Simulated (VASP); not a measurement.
# IrRh2 (P-3m1) in VASP: further runs, part 2 of 2

VASP 6.6.1. The steps go on from the part before.

### Step 5. Single point, PBE, collinear spin, ferromagnetic start

This run uses another cell than the first one, of 14.22 Å³/atom, 1.032 times its volume.

Contents of INCAR:

```
PREC = Accurate ; ENCUT = 520
EDIFF = 1E-6 ; ISMEAR = 0
SIGMA = 0.1 ; LREAL = F
LASPH = T ; NELM = 150
ALGO = Normal ; ISIF = 2
LWAVE = F ; LCHARG = F
ISPIN = 2 ; MAGMOM = 1 1 1
LORBIT = 11 ; LMAXMIX = 4
GGA = PE ; NBANDS = 30
```

Contents of KPOINTS:

```
regular mesh
0
Gamma
  6 6 4
```

Contents of POSCAR:

```
IrRh2
1.0
    2.7264573716      0.0000000000      0.0000000000
   -1.3632286858      2.3611813461      0.0000000000
    0.0000000000      0.0000000000      6.6247630190
Ir Rh
1 2
Direct
    0.0000000000      0.0000000000      0.5000000000
    0.6666666667      0.3333333333      0.8316315648
    0.3333333333      0.6666666667      0.1683684352
```

Run with:

```console
$ cat potpaw_PBE.64/Ir/POTCAR potpaw_PBE.64/Rh_pv/POTCAR > POTCAR
$ mpirun -np 1 vasp_std > vasp.out
```

Run time: 71 s. Hardware: 1 thread of Intel Xeon Platinum 8259CL at 2.50GHz (Skylake/Cascade Lake), shared host; peak memory 0.19 GiB.

It converged, with:

```
Free energy                                           : -23.3452 eV
Pressure                                              : 0.0 GPa
Largest force                                         : 0.010 eV/Å
Net moment                                            : 0.00 μB per cell
Valence electrons inside the program's atomic spheres : Ir 8.29; Rh 13.75
```

Forces on the atoms (eV/Å):
```
Ir   0.000  0.000  0.000
Rh   0.000  0.000  0.010
Rh   0.000  0.000 -0.010
```

Levels at points of the mesh, in eV from the Fermi level:
Spin up:
```tsv
k point	band 16	band 17	band 18	band 19	band 20	band 21	band 22	band 23	band 24	band 25
(0.00, 0.00, 0.00)	-2.63	-2.24	-2.21	-0.87	-0.87	-0.25	-0.25	0.06	0.06	11.92
(0.50, 0.00, 0.00)	-2.25	0.68	0.68	0.96	1.20	1.41	2.73	3.26	3.84	8.18
(0.00, 0.00, 0.50)	-2.52	-2.52	-1.02	-1.02	-1.02	-1.02	0.49	0.81	0.81	8.26
(0.50, 0.00, 0.50)	-0.56	-0.29	0.39	0.67	0.78	0.81	1.33	3.95	4.50	7.91
```
Spin down:
| k point | band 17 | band 18 | band 19 | band 20 | band 21 | band 22 | band 23 | band 24 |
| --- | --- | --- | --- | --- | --- | --- | --- | --- |
| (0.00, 0.00, 0.00) | -2.24 | -2.21 | -0.87 | -0.87 | -0.25 | -0.25 | 0.06 | 0.06 |
| (0.50, 0.00, 0.00) | 0.68 | 0.68 | 0.96 | 1.20 | 1.41 | 2.73 | 3.26 | 3.85 |
| (0.00, 0.00, 0.50) | -2.51 | -1.02 | -1.02 | -1.02 | -1.02 | 0.49 | 0.81 | 0.81 |
| (0.50, 0.00, 0.50) | -0.29 | 0.39 | 0.67 | 0.78 | 0.81 | 1.33 | 3.95 | 4.50 |

Caveat: the k points lie up to 0.44 Å⁻¹ apart; spin-orbit coupling is left out, which moves the levels of the heavy elements.

### Step 6. Single point, PBE

This run uses another cell than the first one, of 14.19 Å³/atom, 1.030 times its volume.

Contents of INCAR:

```
SYSTEM = IrRh2
ALGO = Fast ; EDIFF = 1E-6
ENCUT = 520 ; GGA = PE
ISIF = 2 ; ISMEAR = 0
LASPH = .True. ; LCHARG = .True.
LELF = .True. ; LREAL = .False.
LVHAR = .True. ; LWAVE = .False.
NBANDS = 26 ; NELM = 100
PREC = Accurate ; SIGMA = 0.1
```

Contents of KPOINTS:

```
k-points
0
Gamma
  18 18 8
  0 0 0
```

Contents of POSCAR:

```
IrRh2
1.0
    2.7172591596      0.0000000000      0.0000000000
   -1.3586295798      2.3532154609      0.0000000000
    0.0000000000      0.0000000000      6.6579414609
Ir Rh
1 2
Direct
    0.0000000000      0.0000000000      0.5000000000
    0.6666666667      0.3333333333      0.8323306966
    0.3333333333      0.6666666667      0.1676693034
```

Potentials or basis: VASP PAW PBE potentials, release 64 (Ir, Rh_pv).

Run with:

```console
$ cat potpaw_PBE.64/Ir/POTCAR potpaw_PBE.64/Rh_pv/POTCAR > POTCAR
$ mpirun -np 1 vasp_std > vasp.out
```

Wall time 5.1 min (1 thread of Intel Xeon Platinum 8259CL at 2.50GHz (Skylake/Cascade Lake), shared host); peak memory 0.36 GiB.

Results (log left out):

| Item | Value |
| --- | --- |
| Free energy | -23.4252 eV |
| Pressure | 0.2 GPa |
| Largest force | 0.028 eV/Å |

Forces in eV/Å, atoms in the order of the input:
```
Ir   0.000  0.000  0.000
Rh   0.000  0.000  0.028
Rh   0.000  0.000 -0.028
```

Levels at points of the mesh, in eV from the Fermi level:
```csv
k point,band 16,band 17,band 18,band 19,band 20,band 21,band 22,band 23
"(0.00, 0.00, 0.00)",-2.84,-2.42,-2.37,-1.03,-1.03,-0.38,-0.38,-0.04
"(0.50, 0.00, 0.00)",-2.38,0.51,0.52,0.82,1.06,1.33,2.59,3.12
"(0.00, 0.00, 0.50)",-2.72,-2.72,-1.16,-1.16,-1.11,-1.11,0.28,0.67
"(0.50, 0.00, 0.50)",-0.69,-0.41,0.27,0.51,0.62,0.64,1.27,3.80
```

Caveat: spin-orbit coupling is left out, which moves the levels of the heavy elements.

### Step 7. Single point, LDA

This run uses another cell than the first one, of 14.19 Å³/atom, 1.030 times its volume.

Contents of INCAR:

```
SYSTEM = IrRh2
ALGO     = Fast           ! electronic algorithm
EDIFF    = 1E-6           ! SCF threshold, eV
ENCUT    = 520            ! plane-wave cutoff, eV
GGA      = CA             ! functional
ISIF     = 2              ! what is computed and relaxed
ISMEAR   = 0              ! smearing method
LASPH    = .TRUE.         ! aspherical terms in the spheres
LCHARG   = .FALSE.        ! write CHGCAR
LREAL    = .FALSE.        ! projectors in reciprocal space
LWAVE    = .FALSE.        ! write WAVECAR
NBANDS   = 26             ! bands
NELM     = 60             ! most SCF steps
PREC     = Accurate       ! precision mode
SIGMA    = 0.1            ! smearing width, eV
```

Contents of KPOINTS:

```
k-points
0
G
  18 18 8
  0 0 0
```

POSCAR is that of step 6.

Potentials or basis: VASP PAW LDA potentials, release 64 (Ir, Rh_pv).

Run with:

```console
$ cat potpaw_LDA.64/Ir/POTCAR potpaw_LDA.64/Rh_pv/POTCAR > POTCAR
$ mpirun -np 1 vasp_std > vasp.out
```

OUTCAR:

```text
SYSTEM = IrRh2
   EDIFF = 1E-6
   ENCUT = 520
   GGA = CA
   ISIF = 2
   ISMEAR = 0
   LASPH = .TRUE.
   LREAL = .FALSE.
   NELM = 60
   PREC = Accurate

 ion  position               nearest neighbor table
   1  0.000  0.000  0.500-   2 2.71   3 2.71   2 2.71   3 2.71   2 2.71   3 2.71
   2  0.667  0.333  0.832-   1 2.71   1 2.71   1 2.71   3 2.73   3 2.73   3 2.73
   3  0.333  0.667  0.168-   1 2.71   1 2.71   1 2.71   2 2.73   2 2.73   2 2.73

  LATTYP: Found a hexagonal cell.
 ALAT       =     2.7172591596
[... 198 lines left out ...]
      5     -35.3888      2.00000
      6     -35.3888      2.00000
[... 685 lines left out ...]
     25      18.3384      0.00000
     26      20.7085      0.00000

 [... further k-points ...]
[... 5 lines left out ...]
  --------------------------------------------------------------------------------------
  -------------------------------------------------------------------------------------
  Total       -4.0694721     -4.0694721     -4.0890613      0.0000000      0.0000000      0.0000000
  in kB     -153.1496229   -153.1496229   -153.8868387      0.0000000      0.0000000      0.0000000
  external PRESSURE =    -153.3953615 kB  Pullay stress =       0.0000000 kB

 VOLUME and BASIS-vectors are now :
 -----------------------------------------------------------------------------
  energy-cutoff  :      520.00
  volume of cell :       42.57
      direct lattice vectors                 reciprocal lattice vectors
     2.717259160  0.000000000  0.000000000     0.368017896  0.212475232  0.000000000
    -1.358629580  2.353215461  0.000000000     0.000000000  0.424950463  0.000000000
     0.000000000  0.000000000  6.657941461     0.000000000  0.000000000  0.150196574

 POSITION                                       TOTAL-FORCE (eV/Angst)
 -----------------------------------------------------------------------------------
      0.00000      0.00000      3.32897        -0.000000      0.000000     -0.000000
      1.35863      0.78441      5.54161         0.000000      0.000000      0.002760
     -0.00000      1.56881      1.11633        -0.000000      0.000000     -0.002760
 -----------------------------------------------------------------------------------
    total drift:                                0.000000     -0.000000      0.000000

  FREE ENERGIE OF THE ION-ELECTRON SYSTEM (eV)
  ---------------------------------------------------
  free  energy   TOTEN  =       -27.6466434167 eV

  energy  without entropy=      -27.6290112100  energy(sigma->0) =      -27.63782731
```

Wall time 5.5 min (1 thread of Intel Xeon Platinum 8259CL at 2.50GHz (Skylake/Cascade Lake), shared host); peak memory 0.35 GiB.

What came out:

```
Free energy : -27.6466 eV
Pressure    : -15.3 GPa
```

Forces in eV/Å, atoms in the order of the input:
```
Ir   0.000  0.000  0.000
Rh   0.000  0.000  0.003
Rh   0.000  0.000 -0.003
```

Levels at points of the mesh, in eV from the Fermi level:
| k point | band 16 | band 17 | band 18 | band 19 | band 20 | band 21 | band 22 | band 23 |
| --- | --- | --- | --- | --- | --- | --- | --- | --- |
| (0.00, 0.00, 0.00) | -2.86 | -2.44 | -2.40 | -1.02 | -1.02 | -0.38 | -0.38 | -0.04 |
| (0.50, 0.00, 0.00) | -2.39 | 0.52 | 0.54 | 0.83 | 1.06 | 1.32 | 2.59 | 3.10 |
| (0.00, 0.00, 0.50) | -2.75 | -2.75 | -1.15 | -1.15 | -1.11 | -1.11 | 0.27 | 0.67 |
| (0.50, 0.00, 0.50) | -0.69 | -0.41 | 0.26 | 0.52 | 0.63 | 0.65 | 1.26 | 3.80 |

Caveat: spin-orbit coupling is left out, which moves the levels of the heavy elements.

### Step 8. Overview

```csv
task,level,potentials or basis,spin,cell,k mesh,cutoff (eV),gap on the mesh (eV),pressure (GPa),largest force (eV/Å)
single point,PBE,"VASP PAW PBE potentials, release 64 (Ir, Rh_pv)",off,"a = 2.691, b = 2.691, c = 6.592 Å, angles 90.0, 90.0, 120.0°, 3 atoms",6 × 6 × 4,520,none,9.7,0.15
single point,PBE,"VASP PAW PBE potentials, release 64 (Ir, Rh_pv)",off,"a = 2.726, b = 2.726, c = 6.625 Å, angles 90.0, 90.0, 120.0°, 3 atoms",6 × 6 × 4,520,none,0.1,0.01
relaxation of cell and atoms,PBE,"VASP PAW PBE potentials, release 64 (Ir, Rh_pv)",off,"relaxed from a = 2.691, b = 2.691, c = 6.592 Å, angles 90.0, 90.0, 120.0°, 3 atoms",6 × 6 × 4,600,none,0.0,-
single point,PBE,"VASP PAW PBE potentials, release 64 (Ir, Rh_pv)","collinear, ferromagnetic start","a = 2.726, b = 2.726, c = 6.625 Å, angles 90.0, 90.0, 120.0°, 3 atoms",6 × 6 × 4,520,none,0.0,0.01
single point,PBE,"VASP PAW PBE potentials, release 64 (Ir, Rh_pv)",off,"a = 2.717, b = 2.717, c = 6.658 Å, angles 90.0, 90.0, 120.0°, 3 atoms",18 × 18 × 8,520,none,0.2,0.03
single point,LDA,"VASP PAW LDA potentials, release 64 (Ir, Rh_pv)",off,"a = 2.717, b = 2.717, c = 6.658 Å, angles 90.0, 90.0, 120.0°, 3 atoms",18 × 18 × 8,520,none,-15.3,-
```

Alike in all rows: smearing gaussian 0.1 eV.

Caveats: some runs use coarse meshes; spin-orbit coupling is left out, which moves the levels of the heavy elements.

Total energies depend on the potentials used, so only differences within one code and one set of settings carry meaning.
